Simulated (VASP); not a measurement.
# GaN in VASP: notebook, part 2 of 2

VASP 6.6.1.

## Step 4: Electric field gradients, PBEsol (volume scaled by 1.06)

Input file INCAR:

```
SYSTEM = GaN
PREC     = Accurate       ! precision mode
ENCUT    = 520            ! plane-wave cutoff, eV
EDIFF    = 1E-8           ! SCF threshold, eV
ISMEAR   = -1             ! smearing method
SIGMA    = 0.02           ! smearing width, eV
LREAL    = .FALSE.        ! projectors in reciprocal space
LASPH    = .TRUE.         ! aspherical terms in the spheres
NELM     = 80             ! most SCF steps
ALGO     = Normal         ! electronic algorithm
ISIF     = 2              ! what is computed and relaxed
LWAVE    = .FALSE.        ! write WAVECAR
LCHARG   = .FALSE.        ! write CHGCAR
GGA      = PS             ! functional
LEFG     = .TRUE.       
NBANDS   = 16             ! bands
```

Input file KPOINTS:

```
Automatic mesh
0
G
  13 13 13
  0 0 0
```

Input file POSCAR:

```
GaN
1.0
    0.0000000000      2.0315785487      2.0315785487
    2.0315785487      0.0000000000      2.0315785487
    2.0315785487      2.0315785487      0.0000000000
Ga N
1 1
Direct
    0.5000000000      0.5000000000      0.5000000000
    0.0000000000      0.0000000000      0.0000000000
```

Potentials or basis: VASP PAW PBE potentials, release 64 (Ga_d, N).

Command:

```sh
$ cat potpaw_PBE.64/Ga_d/POTCAR potpaw_PBE.64/N/POTCAR > POTCAR
$ mpirun -np 1 vasp_std > vasp.out
```

OUTCAR:

```text
SYSTEM = GaN
   PREC = Accurate
   ENCUT = 520
   EDIFF = 1E-8
   ISMEAR = -1
   LREAL = .FALSE.
   LASPH = .TRUE.
   NELM = 80
   ISIF = 2
   GGA = PS

 ion  position               nearest neighbor table
   1  0.500  0.500  0.500-   2 2.03   2 2.03   2 2.03   2 2.03   2 2.03   2 2.03
   2  0.000  0.000  0.000-   1 2.03   1 2.03   1 2.03   1 2.03   1 2.03   1 2.03

  LATTYP: Found a face centered cubic cell.
 ALAT       =     4.0631570974

  Lattice vectors:

 A1 = (   0.0000000000,   2.0315785487,   2.0315785487)
[... 669 lines left out ...]
  ---------------------------------------------------
  free  energy   TOTEN  =       -12.0583339600 eV

  energy  without entropy=      -12.0583339600  energy(sigma->0) =      -12.05833396

 Electric field gradients (V/A^2)
---------------------------------------------------------------------
 ion       V_xx      V_yy      V_zz      V_xy      V_xz      V_yz
---------------------------------------------------------------------
   1      -0.000    -0.000    -0.000    -0.000    -0.000    -0.000
   2      -0.000    -0.000    -0.000    -0.000    -0.000    -0.000
---------------------------------------------------------------------

 Electric field gradients after diagonalization (V/A^2)
 (convention: |V_zz| > |V_xx| > |V_yy|)
----------------------------------------------------------------------
 ion       V_xx      V_yy      V_zz     asymmetry (V_yy - V_xx)/ V_zz
----------------------------------------------------------------------
   1       0.000     0.000    -0.001       0.000
   2       0.000     0.000    -0.001       0.000
----------------------------------------------------------------------

           NMR quadrupolar parameters

 Cq : quadrupolar parameter    Cq=e*Q*V_zz/h
 eta: asymmetry parameters     (V_yy - V_xx)/ V_zz
 Q  : nuclear electric quadrupole moment in mb (millibarn)
----------------------------------------------------------------------
 ion       Cq(MHz)       eta       Q (mb)
----------------------------------------------------------------------
   1      -0.000       0.000       1.000
   2      -0.000       0.000       1.000
----------------------------------------------------------------------
```

Run time: 9.4 s. Hardware: 1 thread of Intel Xeon 6975P-C (Granite Rapids), shared host; peak memory 0.15 GiB.

What came out:

| Property | Result |
| --- | --- |
| Free energy | -12.0583 eV |
| Pressure | 34.7 GPa |
| Band gap on the k mesh | 1.41 eV, indirect (least direct gap 4.35 eV) |

Caveat: the cell differs from its parent crystal (volume scaled by 1.06); without QUAD_EFG the Cq values of the log hold for a quadrupole moment of 1 mb, not for the nuclei; the PAW data sets were made with another functional, which shifts forces and pressure a little. A k mesh can miss the band edges.

## Step 5: Density of states, PBEsol

This run uses another cell than the first one, of 7.91 Å³/atom, 0.980 times its volume.

Input file POSCAR:

```
GaN
1.0
    0.0000000000      1.9925000000      1.9925000000
    1.9925000000      0.0000000000      1.9925000000
    1.9925000000      1.9925000000      0.0000000000
Ga N
1 1
Direct
    0.5000000000      0.5000000000      0.5000000000
    0.0000000000      0.0000000000      0.0000000000
```

Input file INCAR.step1:

```
SYSTEM = GaN
ALGO = Normal
EDIFF = 1E-6
ENCUT = 520
GGA = PS
ISIF = 2
ISMEAR = -1
LASPH = .TRUE.
LCHARG = .TRUE.
LREAL = .FALSE.
LWAVE = .FALSE.
NBANDS = 16
NELM = 100
PREC = Accurate
SIGMA = 0.02
```

Input file KPOINTS.step1:

```
k-points
0
G
  13 13 13
  0 0 0
```

Input file INCAR.step2:

```
SYSTEM = GaN
ALGO = Normal
EDIFF = 1E-6
ENCUT = 520
GGA = PS
ICHARG = 11
ISIF = 2
ISMEAR = -5
LASPH = .TRUE.
LCHARG = .FALSE.
LORBIT = 10
LREAL = .FALSE.
LWAVE = .FALSE.
NBANDS = 16
NEDOS = 2001
NELM = 100
PREC = Accurate
SIGMA = 0.02
```

Input file KPOINTS.step2:

```
k-points
0
G
  20 20 20
  0 0 0
```

Potentials or basis: VASP PAW PBE potentials, release 64 (Ga_d, N).

Command:

```sh
$ cat potpaw_PBE.64/Ga_d/POTCAR potpaw_PBE.64/N/POTCAR > POTCAR
$ cp INCAR.step1 INCAR
$ cp KPOINTS.step1 KPOINTS
$ mpirun -np 1 vasp_std > vasp.out
$ cp INCAR.step2 INCAR
$ cp KPOINTS.step2 KPOINTS
$ mpirun -np 1 vasp_std > vasp.out
```

OUTCAR:

```text
SYSTEM = GaN
   EDIFF = 1E-6
   ENCUT = 520
   GGA = PS
   ICHARG = 11
   ISIF = 2
   ISMEAR = -5
   LASPH = .TRUE.
   LORBIT = 10
   LREAL = .FALSE.
   NELM = 100
   PREC = Accurate

 ion  position               nearest neighbor table
   1  0.500  0.500  0.500-   2 1.99   2 1.99   2 1.99   2 1.99   2 1.99   2 1.99
   2  0.000  0.000  0.000-   1 1.99   1 1.99   1 1.99   1 1.99   1 1.99   1 1.99

  LATTYP: Found a face centered cubic cell.
 ALAT       =     3.9850000000

  Lattice vectors:

 A1 = (   0.0000000000,   1.9925000000,   1.9925000000)
 A2 = (   1.9925000000,   0.0000000000,   1.9925000000)
 A3 = (   1.9925000000,   1.9925000000,   0.0000000000)

Analysis of symmetry for initial positions (statically):
=====================================================================
 Subroutine PRICEL returns:
 Original cell was already a primitive cell.

 Routine SETGRP: Setting up the symmetry group for a
 face centered cubic supercell.

 Subroutine GETGRP returns: Found 48 space group operations
 (whereof 48 operations were pure point group operations)
 out of a pool of 48 trial point group operations.

[... 167 lines left out ...]
 cond. band min:      11.8982921948   @ k =   0.5000   0.5000   0.0000
 fundamental gap:      1.7052542320
 Fermi energy:        10.2060397755

 k-point     1 :       0.0000    0.0000    0.0000
  band No.  band energies     occupation
      1      -9.0898      2.00000
      2      -3.7644      2.00000
      3      -3.7644      2.00000
      4      -3.7644      2.00000
      5      -3.6283      2.00000
      6      -3.6283      2.00000
[... 433 lines left out ...]
      3      -4.0215      2.00000
      4      -3.9305      2.00000
      5      -3.4721      2.00000
      6      -3.4106      2.00000
[... 8 lines left out ...]
     15      31.5321      0.00000
     16      33.3901      0.00000

 [... further k-points ...]
[... 5 lines left out ...]
  --------------------------------------------------------------------------------------
  -------------------------------------------------------------------------------------
  Total        5.8692802      5.8692802      5.8692802     -0.0000000     -0.0000000      0.0000000
  in kB      594.3885539    594.3885539    594.3885539     -0.0000000     -0.0000000      0.0000000
  external PRESSURE =     594.3885539 kB  Pullay stress =       0.0000000 kB

 VOLUME and BASIS-vectors are now :
 -----------------------------------------------------------------------------
  energy-cutoff  :      520.00
  volume of cell :       15.82
      direct lattice vectors                 reciprocal lattice vectors
     0.000000000  1.992500000  1.992500000    -0.250941029  0.250941029  0.250941029
     1.992500000  0.000000000  1.992500000     0.250941029 -0.250941029  0.250941029
     1.992500000  1.992500000  0.000000000     0.250941029  0.250941029 -0.250941029

 POSITION                                       TOTAL-FORCE (eV/Angst)
 -----------------------------------------------------------------------------------
      1.99250      1.99250      1.99250        -0.000000     -0.000000     -0.000000
      0.00000      0.00000      0.00000         0.000000      0.000000      0.000000
 -----------------------------------------------------------------------------------
    total drift:                                0.000000     -0.000000      0.000000

  FREE ENERGIE OF THE ION-ELECTRON SYSTEM (eV)
  ---------------------------------------------------
  free  energy   TOTEN  =       -11.7828289052 eV

  energy  without entropy=      -11.7828289052  energy(sigma->0) =      -11.78282891

 total charge

# of ion       s       p       d       tot
------------------------------------------
    1        0.747   0.949  10.357  12.052
    2        1.233   2.638   0.000   3.871
--------------------------------------------------
tot          1.980   3.587  10.357  15.923
```

OSZICAR.step1:

```text
N       E                     dE             d eps       ncg     rms          rms(c)
DAV:   1     0.729168048029E+02    0.72917E+02   -0.88176E+03  2984   0.222E+03
DAV:   2    -0.967633457858E+01   -0.82593E+02   -0.77028E+02  3120   0.328E+02
DAV:   3    -0.136461843149E+02   -0.39698E+01   -0.39571E+01  3128   0.620E+01
DAV:   4    -0.136781758434E+02   -0.31992E-01   -0.31989E-01  3320   0.573E+00
DAV:   5    -0.136784835082E+02   -0.30766E-03   -0.30766E-03  3208   0.525E-01    0.751E+00
DAV:   6    -0.118437865220E+02    0.18347E+01   -0.35590E+00  3960   0.471E+01    0.251E+00
DAV:   7    -0.118066054490E+02    0.37181E-01   -0.28148E-01  3032   0.504E+00    0.162E+00
DAV:   8    -0.117834686925E+02    0.23137E-01   -0.22681E-02  3720   0.255E+00    0.358E-01
DAV:   9    -0.117819361125E+02    0.15326E-02   -0.52631E-03  3584   0.235E+00    0.761E-02
DAV:  10    -0.117818692816E+02    0.66831E-04   -0.32087E-04  3056   0.229E-01    0.219E-02
DAV:  11    -0.117818687670E+02    0.51461E-06   -0.35517E-05  3488   0.840E-02    0.161E-02
DAV:  12    -0.117818694373E+02   -0.67029E-06   -0.81166E-07  2304   0.958E-03
   1 F= -.11781869E+02 E0= -.11781869E+02  d E =-.723251E-11
```

Wall time 19 s (1 thread of Intel Xeon 6975P-C (Granite Rapids), shared host); peak memory 0.18 GiB.

What came out:

```yaml
Valence_electrons_inside_the_program's_atomic_spheres: Ga 12.05; N 3.87
```

Levels at points of the mesh, in eV from the valence-band top:
```
           k point  band 7  band 8  band 9  band 10  band 11  band 12
(0.00, 0.00, 0.00)   -0.77   -0.77   -0.77     4.45    15.69    15.69
(0.50, 0.00, 0.00)   -9.22   -0.15   -0.15     5.36    10.01    10.01
(0.50, 0.50, 0.00)   -8.71   -3.82   -3.82     1.71     7.89    13.69
```

Caveat: the PAW data sets were made with another functional, which shifts forces and pressure a little.

## Step 6: Electric field gradients, PBEsol (equal xy, yz and zx shear strains of -2 %)

Input file INCAR:

```
ALGO = Normal
EDIFF = 1E-8
ENCUT = 520
GGA = PS
ISIF = 2
ISMEAR = -1
LASPH = T
LCHARG = F
LEFG = T
LREAL = F
LWAVE = F
NBANDS = 16
NELM = 80
PREC = Accurate
SIGMA = 0.02
```

Input file KPOINTS:

```
k-points
0
Gamma
  13 13 13
```

Input file POSCAR:

```
GaN
1.0
   -0.0398500000      1.9725750000      1.9725750000
    1.9725750000     -0.0398500000      1.9725750000
    1.9725750000      1.9725750000     -0.0398500000
Ga N
1 1
Direct
    0.5000000000      0.5000000000      0.5000000000
    0.0000000000      0.0000000000      0.0000000000
```

Potentials or basis: VASP PAW PBE potentials, release 64 (Ga_d, N).

Command:

```sh
$ cat potpaw_PBE.64/Ga_d/POTCAR potpaw_PBE.64/N/POTCAR > POTCAR
$ mpirun -np 1 vasp_std > vasp.out
```

OUTCAR:

```text
EDIFF = 1E-8
   ENCUT = 520
   GGA = PS
   ISIF = 2
   ISMEAR = -1
   LASPH = T
   LREAL = F
   NELM = 80
   PREC = Accurate

 ion  position               nearest neighbor table
   1  0.500  0.500  0.500-   2 1.99   2 1.99   2 1.99   2 1.99   2 1.99   2 1.99
   2  0.000  0.000  0.000-   1 1.99   1 1.99   1 1.99   1 1.99   1 1.99   1 1.99

  LATTYP: Found a trigonal (rhomboedric) cell.
 ALAT       =     2.7899269316
 COS(alpha) =     0.4797000918

  Lattice vectors:

 A1 = (  -0.0398500000,   1.9725750000,   1.9725750000)
 A2 = (   1.9725750000,  -0.0398500000,   1.9725750000)
 A3 = (   1.9725750000,   1.9725750000,  -0.0398500000)

Analysis of symmetry for initial positions (statically):
=====================================================================
 Subroutine PRICEL returns:
 Original cell was already a primitive cell.

 Routine SETGRP: Setting up the symmetry group for a
 trigonal (rhombohedral) supercell.

[... 645 lines left out ...]
      direct lattice vectors                 reciprocal lattice vectors
    -0.039850000  1.972575000  1.972575000    -0.245921194  0.250991734  0.250991734
     1.972575000 -0.039850000  1.972575000     0.250991734 -0.245921194  0.250991734
     1.972575000  1.972575000 -0.039850000     0.250991734  0.250991734 -0.245921194

 POSITION                                       TOTAL-FORCE (eV/Angst)
 -----------------------------------------------------------------------------------
      1.95265      1.95265      1.95265        -0.000000      0.000000     -0.000000
      0.00000      0.00000      0.00000         0.000000     -0.000000      0.000000
 -----------------------------------------------------------------------------------
    total drift:                                0.000000     -0.000000      0.000000

  FREE ENERGIE OF THE ION-ELECTRON SYSTEM (eV)
  ---------------------------------------------------
  free  energy   TOTEN  =       -11.7645570597 eV

  energy  without entropy=      -11.7645570597  energy(sigma->0) =      -11.76455706

 Electric field gradients (V/A^2)
---------------------------------------------------------------------
 ion       V_xx      V_yy      V_zz      V_xy      V_xz      V_yz
---------------------------------------------------------------------
   1       0.000    -0.000    -0.000     2.138     2.138     2.138
   2       0.000    -0.000     0.000    -4.721    -4.721    -4.721
---------------------------------------------------------------------

 Electric field gradients after diagonalization (V/A^2)
 (convention: |V_zz| > |V_xx| > |V_yy|)
----------------------------------------------------------------------
 ion       V_xx      V_yy      V_zz     asymmetry (V_yy - V_xx)/ V_zz
----------------------------------------------------------------------
   1      -2.138    -2.138     4.276       0.000
   2       4.721     4.721    -9.442       0.000
----------------------------------------------------------------------

           NMR quadrupolar parameters

 Cq : quadrupolar parameter    Cq=e*Q*V_zz/h
 eta: asymmetry parameters     (V_yy - V_xx)/ V_zz
 Q  : nuclear electric quadrupole moment in mb (millibarn)
----------------------------------------------------------------------
 ion       Cq(MHz)       eta       Q (mb)
----------------------------------------------------------------------
   1       0.010       0.000       1.000
   2      -0.023       0.000       1.000
----------------------------------------------------------------------
```

OSZICAR:

```text
N       E                     dE             d eps       ncg     rms          rms(c)
DAV:   1     0.722569626366E+02    0.72257E+02   -0.88183E+03  8296   0.225E+03
DAV:   2    -0.965590796481E+01   -0.81913E+02   -0.76439E+02  8528   0.327E+02
DAV:   3    -0.136321049956E+02   -0.39762E+01   -0.39634E+01  8512   0.618E+01
DAV:   4    -0.136638069838E+02   -0.31702E-01   -0.31700E-01  9184   0.564E+00
DAV:   5    -0.136640923454E+02   -0.28536E-03   -0.28536E-03  8816   0.504E-01    0.751E+00
DAV:   6    -0.118265657161E+02    0.18375E+01   -0.35614E+00 10992   0.472E+01    0.252E+00
DAV:   7    -0.117893710786E+02    0.37195E-01   -0.28358E-01  8712   0.506E+00    0.162E+00
DAV:   8    -0.117661476638E+02    0.23223E-01   -0.22829E-02 10192   0.255E+00    0.354E-01
DAV:   9    -0.117646232925E+02    0.15244E-02   -0.52689E-03 10016   0.235E+00    0.755E-02
DAV:  10    -0.117645586785E+02    0.64614E-04   -0.31306E-04  8248   0.222E-01    0.247E-02
DAV:  11    -0.117645563840E+02    0.22946E-05   -0.40255E-05  9960   0.924E-02    0.168E-02
DAV:  12    -0.117645570533E+02   -0.66931E-06   -0.11408E-06  8008   0.111E-02    0.523E-03
DAV:  13    -0.117645570597E+02   -0.64588E-08   -0.23950E-08  9184   0.288E-03
   1 F= -.11764557E+02 E0= -.11764557E+02  d E =-.217632E-13
```

It took 44 s on 1 thread of Intel Xeon Platinum 8259CL at 2.50GHz (Skylake/Cascade Lake), shared host; peak memory 0.18 GiB.

Results:

* Free energy: -11.7646 eV
* Pressure: 59.6 GPa
* Band gap on the k mesh: 1.71 eV, indirect (least direct gap 4.90 eV)

Stress tensor (GPa, compression positive):
```
59.63  5.16  5.16
 5.16 59.63  5.16
 5.16  5.16 59.63
```

Levels at points of the mesh, in eV from the valence-band top:
```tsv
k point	band 5	band 6	band 7	band 8	band 9	band 10	band 11	band 12	band 13	band 14
(0.00, 0.00, 0.00)	-13.90	-13.90	-1.00	-1.00	-0.56	4.34	15.27	15.27	16.29	16.34
```

Electric field gradients, principal values (V/Å²):
| atom | least | middle | greatest (by size) |
| --- | --- | --- | --- |
| 1 Ga | -2.138 | -2.138 | 4.276 |
| 2 N | 4.721 | 4.721 | -9.442 |

Caveat: the cell differs from its parent crystal (equal xy, yz and zx shear strains of -2 %); without QUAD_EFG the Cq values of the log hold for a quadrupole moment of 1 mb, not for the nuclei; the PAW data sets were made with another functional, which shifts forces and pressure a little. A k mesh can miss the band edges.

## Step 7: Summary

| task | cell | k mesh for the DOS | occupations for the DOS | gap on the mesh (eV) | pressure (GPa) |
| --- | --- | --- | --- | --- | --- |
| electric field gradients | a = 2.836 Å, angles 60.0°, 2 atoms | - | - | 1.67 | 50.4 |
| electric field gradients | a = 2.846 Å, angles 60.0°, 2 atoms | - | - | 1.61 | 46.2 |
| electric field gradients | a = 2.873 Å, angles 60.0°, 2 atoms | - | - | 1.41 | 34.7 |
| density of states | a = 2.818 Å, angles 60.0°, 2 atoms | 20 × 20 × 20 | tetrahedron | - | - |
| electric field gradients | a = 2.790 Å, angles 61.3°, 2 atoms | - | - | 1.71 | 59.6 |

Alike in all rows: level PBEsol; potentials or basis VASP PAW PBE potentials, release 64 (Ga_d, N); no spin polarisation; k mesh 13 × 13 × 13; cutoff (eV) 520; smearing fermi-dirac 0.02 eV.

Caveats: the PAW data sets were made with another functional, which shifts forces and pressure a little.

Absolute energies hang on the potentials; compare differences alone.
